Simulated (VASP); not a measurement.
# BiTe (R-3m) in VASP: settings compared

The runs below take BiTe through single point, relaxation of cell and atoms, with r2SCAN, LDA, PBE.

Everything below comes from runs of VASP 6.6.1. Logs are shortened: lines on timing, memory, paths and dates and some standing lists are left out, and cuts for length are marked.

## 1. The cell of the first run

It takes space group R-3m (No. 166, trigonal). Conventional cell: a = 4.827 Å, b = 4.827 Å, c = 9.911 Å, α = 90.00°, β = 90.00°, γ = 120.00°. Bi (site symmetry -3m) has 6 Te at 3.24 Å within 4.3 Å. Te (site symmetry -3m) has 6 Bi at 3.24 Å within 4.3 Å.

## 2. Single point, r2SCAN

Contents of POSCAR:

```
BiTe
1.0
    2.4133021078      1.3933206216      3.3036407649
   -2.4133021078      1.3933206216      3.3036407649
    0.0000000000     -2.7866412432      3.3036407649
Bi Te
1 1
Direct
    0.5000000000      0.5000000000      0.5000000000
    0.0000000000      0.0000000000      0.0000000000
```

Contents of INCAR.step1:

```
SYSTEM = BiTe
PREC     = Accurate       ! precision mode
ENCUT    = 520            ! plane-wave cutoff, eV
ISMEAR   = -1             ! smearing method
SIGMA    = 0.05           ! smearing width, eV
LREAL    = .False.        ! projectors in reciprocal space
LASPH    = .True.         ! aspherical terms in the spheres
NELM     = 80             ! most SCF steps
NBANDS   = 18             ! bands
GGA      = PE             ! functional
ALGO     = Normal         ! electronic algorithm
EDIFF    = 1E-4           ! SCF threshold, eV
LWAVE    = .True.         ! write WAVECAR
LCHARG   = .False.        ! write CHGCAR
```

Contents of INCAR.step2:

```
SYSTEM = BiTe
PREC     = Accurate       ! precision mode
ENCUT    = 520            ! plane-wave cutoff, eV
EDIFF    = 1E-6           ! SCF threshold, eV
ISMEAR   = -1             ! smearing method
SIGMA    = 0.05           ! smearing width, eV
LREAL    = .False.        ! projectors in reciprocal space
LASPH    = .True.         ! aspherical terms in the spheres
NELM     = 80             ! most SCF steps
ALGO     = Normal         ! electronic algorithm
ISIF     = 2              ! what is computed and relaxed
LWAVE    = .False.        ! write WAVECAR
LCHARG   = .True.         ! write CHGCAR
METAGGA  = R2SCAN         ! meta-GGA
LMIXTAU  = .True.       
LELF     = .True.         ! ELF
LVHAR    = .True.       
NBANDS   = 18             ! bands
ISTART   = 1
```

Contents of KPOINTS:

```
regular mesh
0
Gamma
  7 7 7
  0 0 0
```

Potentials or basis: VASP PAW PBE potentials, release 64 (Bi_d, Te).

Started as:

```
$ cat potpaw_PBE.64/Bi_d/POTCAR potpaw_PBE.64/Te/POTCAR > POTCAR
$ cp INCAR.step1 INCAR
$ mpirun -np 1 vasp_std > vasp.out
$ cp INCAR.step2 INCAR
$ mpirun -np 1 vasp_std > vasp.out
```

OUTCAR:

```text
SYSTEM = BiTe
   PREC = Accurate
   ENCUT = 520
   EDIFF = 1E-6
   ISMEAR = -1
   LREAL = .False.
   LASPH = .True.
   NELM = 80
   ISIF = 2
   METAGGA = R2SCAN
   ISTART = 1

 ion  position               nearest neighbor table
   1  0.500  0.500  0.500-   2 3.24   2 3.24   2 3.24   2 3.24   2 3.24   2 3.24
   2  0.000  0.000  0.000-   1 3.24   1 3.24   1 3.24   1 3.24   1 3.24   1 3.24

  LATTYP: Found a trigonal (rhomboedric) cell.
 ALAT       =     4.3219685008
 COS(alpha) =     0.3764228606

  Lattice vectors:

 A1 = (   2.4133021078,   1.3933206216,   3.3036407649)
 A2 = (  -2.4133021078,   1.3933206216,   3.3036407649)
 A3 = (   0.0000000000,  -2.7866412432,   3.3036407649)

Analysis of symmetry for initial positions (statically):
=====================================================================
 Subroutine PRICEL returns:
 Original cell was already a primitive cell.

 Routine SETGRP: Setting up the symmetry group for a
 trigonal (rhombohedral) supercell.

 Subroutine GETGRP returns: Found 12 space group operations
 (whereof 12 operations were pure point group operations)
 out of a pool of 12 trial point group operations.

The static configuration has the point symmetry D_3d.

Analysis of symmetry for dynamics (positions and initial velocities):
=====================================================================
 Subroutine PRICEL returns:
 Original cell was already a primitive cell.

 Routine SETGRP: Setting up the symmetry group for a
 trigonal (rhombohedral) supercell.

 Subroutine GETGRP returns: Found 12 space group operations
 (whereof 12 operations were pure point group operations)
 out of a pool of 12 trial point group operations.

The dynamic configuration has the point symmetry D_3d.

 Subroutine INISYM returns: Found 12 space group operations
 (whereof 12 operations are pure point group operations),
 and found     1 'primitive' translations

----------------------------------------------------------------------------------------

                                     Primitive cell

  volume of cell :      66.6510

  direct lattice vectors                    reciprocal lattice vectors
     2.413302108  1.393320622  3.303640765     0.207185001  0.119618316  0.100898783
    -2.413302108  1.393320622  3.303640765    -0.207185001  0.119618316  0.100898783
     0.000000000 -2.786641243  3.303640765     0.000000000 -0.239236632  0.100898783

  length of vectors
     4.321968501  4.321968501  4.321968501     0.259643468  0.259643468  0.259643468

  position of ions in fractional coordinates (direct lattice)
     0.500000000  0.500000000  0.500000000
     0.000000000  0.000000000  0.000000000

  ion indices of the primitive-cell ions
   primitive index   ion index
                 1           1
                 2           2

----------------------------------------------------------------------------------------

 KPOINTS: regular mesh

Automatic generation of k-mesh.
 Grid dimensions read from file:
 generate k-points for:    7    7    7

 Generating k-lattice:

  Cartesian coordinates                     Fractional coordinates (reciprocal lattice)
     0.029597857  0.017088331  0.014414112     0.142857143  0.000000000  0.000000000
    -0.029597857  0.017088331  0.014414112     0.000000000  0.142857143  0.000000000
     0.000000000 -0.034176662  0.014414112     0.000000000  0.000000000  0.142857143

  Length of vectors
     0.037091924  0.037091924  0.037091924

  Shift w.r.t. Gamma in fractional coordinates (k-lattice)
     0.000000000  0.000000000  0.000000000

 Subroutine IBZKPT returns following result:
 ===========================================

 Found     44 irreducible k-points:

 Following reciprocal coordinates:
            Coordinates               Weight
  0.000000  0.000000  0.000000      1.000000
  0.142857 -0.000000  0.000000      6.000000
  0.285714 -0.000000  0.000000      6.000000
  0.428571  0.000000  0.000000      6.000000
  0.142857  0.142857  0.000000      6.000000
  0.285714  0.142857 -0.000000     12.000000
[... 16 lines left out ...]
  0.285714  0.285714  0.142857      6.000000
  0.428571  0.285714  0.142857     12.000000
 [... further k-points ...]
   k-points           NKPTS =     44   k-points in BZ     NKDIM =     44   number of bands    NBANDS=     18
   number of dos      NEDOS =    301   number of ions     NIONS =      2
   total plane-waves  NPLWV =  32768
   dimension x,y,z NGX =    32 NGY =   32 NGZ =   32
   dimension x,y,z NGXF=    64 NGYF=   64 NGZF=   64
   ions per type =               1   1
   NGX,Y,Z   is equivalent  to a cutoff of  12.31, 12.31, 12.31 a.u.
   NGXF,Y,Z  is equivalent  to a cutoff of  24.62, 24.62, 24.62 a.u.
 SYSTEM =  BiTe
   PREC   = accura    normal or accurate (medium, high low for compatibility)
   ISTART =      1    job   : 0-new  1-cont  2-samecut
   ICHARG =      0    charge: 1-file 2-atom 10-const
   ISPIN  =      1    spin polarized calculation?
   LNONCOLLINEAR =      F non collinear calculations
   LSORBIT =      F    spin-orbit coupling
   LASPH  =      T    aspherical Exc in radial PAW
   ENCUT  =  520.0 eV  38.22 Ry    6.18 a.u.   8.04  8.04  8.04*2*pi/ulx,y,z
   NELM   =     80;   NELMIN=  2; NELMDL=  0     # of ELM steps
   EDIFF  = 0.1E-05   stopping-criterion for ELM
   LREAL  =      F    real-space projection
   EDIFFG = 0.1E-04   stopping-criterion for IOM
   NSW    =      0    number of steps for IOM
   IBRION =     -1    ionic relax: 0-MD 1-quasi-New 2-CG
   NFREE  =      0    steps in history (QN), initial steepest desc. (CG)
   ISIF   =      2    stress and relaxation
   ISYM   =      2    0-nonsym 1-usesym 2-fastsym
   POTIM  = 0.5000    time-step for ionic-motion
   TEBEG  =    0.0;   TEEND  =   0.0 temperature during run
   PSTRESS=    0.0 pullay stress
   NELECT =      21.0000    total number of electrons
   NUPDOWN=      -1.0000    fix difference up-down
   EMIN   =  10.00;   EMAX   =-10.00  energy-range for DOS
   EFERMI =   0.00;   METHOD = LEGACY
   ISMEAR =    -1;   SIGMA  =   0.05  broadening in eV -4-tet -1-fermi 0-gaus
   EFERMI_NEDOS =   21; number of points for ismear=-14 and -15
   IALGO  =     38    algorithm
   IMIX   =      4    mixing-type and parameters
     AMIX     =   0.40;   BMIX     =  1.00
     AMIX_MAG =   1.60;   BMIX_MAG =  1.00
  volume/ion in A,a.u.               =      33.33       224.89
  Fermi-wavevector in a.u.,A,eV,Ry     =   1.113984  2.105125 16.884293  1.240961
  Thomas-Fermi vector in A             =   2.250574
   LORBIT       =      0    0 simple, 1 ext, 2 COOP (PROOUT), +10 PAW based schemes
   METAGGA = R2SCAN    functional components
   LHFCALC =     F    Hartree Fock is set to
   AEXX    =    0.0000 exact exchange contribution
   IVDW    =     0    specifies the selected vdW correction
   LEPSILON=     F    determine dielectric tensor
   LRPA    =     F    only Hartree local field effects (RPA)
 non-spin polarized calculation
  energy-cutoff  :      520.00
  volume of cell :       66.65
 maximum number of plane-waves:      1808
   NGX = 17   NGY = 17   NGZ = 17

 number of electron      21.0000000 magnetization

 Free energy of the ion-electron system (eV)
  ---------------------------------------------------
  ext. energy  EPLUGINS =         0.00000000
  ---------------------------------------------------
  free energy    TOTEN  =       -84.02626297 eV

  energy without entropy =      -84.01364225  energy(sigma->0) =      -84.01995261

 E-fermi :   6.7796     XC(G=0): -10.0933

 val. band max:        6.7009613246   @ k =  -0.4286   0.1429   0.1429
 cond. band min:       6.7897877715   @ k =  -0.4286   0.2857   0.2857
 fundamental gap:      0.0888264469
 Fermi energy:         6.7796295672

 k-point     1 :       0.0000    0.0000    0.0000
  band No.  band energies     occupation
      1     -17.2457      2.00000
      2     -17.2457      2.00000
      3     -17.2230      2.00000
      4     -17.2230      2.00000
      5     -17.2015      2.00000
      6      -7.4288      2.00000
[... 10 lines left out ...]
     17      13.8755      0.00000
     18      13.9808      0.00000

 k-point     2 :       0.1429   -0.0000    0.0000
  band No.  band energies     occupation
      1     -17.2457      2.00000
      2     -17.2453      2.00000
      3     -17.2242      2.00000
      4     -17.2214      2.00000
      5     -17.2011      2.00000
      6      -7.2423      2.00000
[... 10 lines left out ...]
     17      14.6655      0.00000
     18      14.9060      0.00000

 k-point     3 :       0.2857   -0.0000    0.0000
  band No.  band energies     occupation
      1     -17.2461      2.00000
      2     -17.2448      2.00000
      3     -17.2265      2.00000
      4     -17.2181      2.00000
      5     -17.1995      2.00000
      6      -6.6914      2.00000
[... 10 lines left out ...]
     17      16.0859      0.00000
     18      16.8109      0.00000

 k-point     4 :       0.4286    0.0000    0.0000
  band No.  band energies     occupation
      1     -17.2466      2.00000
      2     -17.2448      2.00000
      3     -17.2281      2.00000
      4     -17.2159      2.00000
      5     -17.1976      2.00000
      6      -5.8113      2.00000
[... 375 lines left out ...]
      4     -17.2212      2.00000
      5     -17.2002      2.00000
      6      -6.7763      2.00000
[... 10 lines left out ...]
     17      14.9337      0.00000
     18      15.1686      0.00000

 k-point    23 :       0.2857    0.2857    0.1429
  band No.  band energies     occupation
      1     -17.2499      2.00000
      2     -17.2461      2.00000
      3     -17.2212      2.00000
      4     -17.2128      2.00000
      5     -17.2017      2.00000
      6      -6.6459      2.00000
[... 10 lines left out ...]
     17      16.1752      0.00000
     18      16.1986      0.00000

 k-point    24 :       0.4286    0.2857    0.1429
  band No.  band energies     occupation
      1     -17.2514      2.00000
      2     -17.2459      2.00000
      3     -17.2220      2.00000
      4     -17.2103      2.00000
      5     -17.2003      2.00000
      6      -6.1169      2.00000
[... 10 lines left out ...]
     17      16.4090      0.00000
     18      17.7085      0.00000

 [... further k-points ...]
[... 5 lines left out ...]
  --------------------------------------------------------------------------------------
  -------------------------------------------------------------------------------------
  Total       -0.0123044     -0.0123044     -0.0160105      0.0000000     -0.0000000      0.0000000
  in kB       -0.2957779     -0.2957779     -0.3848649      0.0000000     -0.0000000      0.0000000
  external PRESSURE =      -0.3254735 kB  Pullay stress =       0.0000000 kB

 VOLUME and BASIS-vectors are now :
 -----------------------------------------------------------------------------
  energy-cutoff  :      520.00
  volume of cell :       66.65
      direct lattice vectors                 reciprocal lattice vectors
     2.413302108  1.393320622  3.303640765     0.207185001  0.119618316  0.100898783
    -2.413302108  1.393320622  3.303640765    -0.207185001  0.119618316  0.100898783
     0.000000000 -2.786641243  3.303640765     0.000000000 -0.239236632  0.100898783

 POSITION                                       TOTAL-FORCE (eV/Angst)
 -----------------------------------------------------------------------------------
      0.00000      0.00000      4.95546        -0.000000     -0.000000      0.000000
      0.00000      0.00000      0.00000         0.000000      0.000000     -0.000000
 -----------------------------------------------------------------------------------
    total drift:                               -0.000000      0.000000     -0.000000

  FREE ENERGIE OF THE ION-ELECTRON SYSTEM (eV)
  ---------------------------------------------------
  free  energy   TOTEN  =       -84.0262629686 eV

  energy  without entropy=      -84.0136422543  energy(sigma->0) =      -84.01995261
```

It took 46 s on 1 thread of Intel Xeon 6975P-C (Granite Rapids), shared host; peak memory 0.21 GiB.

What came out:

```
Free energy : -84.0263 eV
Pressure    : 0.0 GPa
```

Levels at points of the mesh, in eV from the Fermi level:
```tsv
k point	band 6	band 7	band 8	band 9	band 10	band 11	band 12	band 13	band 14	band 15
(0.00, 0.00, 0.00)	-14.21	-8.44	-3.23	-3.23	-1.86	1.91	2.66	2.66	4.37	4.37
```

Caveat: the PAW data sets were made with another functional, which shifts forces and pressure a little; spin-orbit coupling is left out, which moves the levels of the heavy elements.

[end of part 1 of 2]
